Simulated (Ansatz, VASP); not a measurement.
# Two plane-wave programs on Ni

```
CELL_PARAMETERS angstrom
0.00000 1.77183 1.77183
1.77183 0.00000 1.77183
1.77183 1.77183 0.00000
ATOMIC_POSITIONS crystal
Ni 0.00000 0.00000 0.00000
```

Alike in both runs: task single point; functional revPBE; k mesh 15 × 15 × 15; occupations fermi-dirac, width 0.05 eV; non-collinear spin, spin-orbit coupling.

|  | VASP | Ansatz |
| --- | --- | --- |
| version | VASP 6.6.1 | Ansatz 0.2.0 |
| potentials or method | VASP PAW PBE potentials, release 64 (Ni), cutoff 520 eV | plane waves (420 eV) with PAW, fully relativistic with spin-orbit coupling |
| valence electrons in the cell | 10 | 18 |

|  | VASP | Ansatz | Ansatz less VASP |
| --- | --- | --- | --- |
| net moment per atom (μB) | 0.65 | 0.66 | +0.012 |

VASP's potentials were made for PBE, not for revPBE. The functional is the same, so the differences come from potentials, cutoffs and numerics. VASP's potentials hold 10 valence electrons a cell and Ansatz's 18, so a difference there can come from the potentials and not from the codes.
